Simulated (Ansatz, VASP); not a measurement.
# Pd: VASP beside Ansatz

```
Pd
1.0
    -1.56173    1.56173    1.56173
     1.56173   -1.56173    1.56173
     1.56173    1.56173   -1.56173
Pd
1
Cartesian
  0.0000 0.0000 0.0000
```

Alike in both runs: task single point; functional r2SCAN; k mesh 10 × 10 × 10; occupations fermi-dirac, width 0.05 eV; no spin polarisation.

|  | VASP | Ansatz |
| --- | --- | --- |
| version | VASP 6.6.1 | Ansatz 0.2.0 |
| potentials or method | VASP PAW PBE potentials, release 64 (Pd), cutoff 520 eV | plane waves, PAW |
| valence electrons in the cell | 10 | 18 |

Ansatz gave:

```
pressure (GPa) : -2.2
```

Question: Estimate VASP's values.

Answer: Pressure (GPa): -1.6.

VASP's potentials were made for PBE, not for r2SCAN. With one functional, cell and mesh, what is left measures potentials, basis and numerics. VASP's potentials hold 10 valence electrons a cell and Ansatz's 18, so a difference there can come from the potentials and not from the codes.
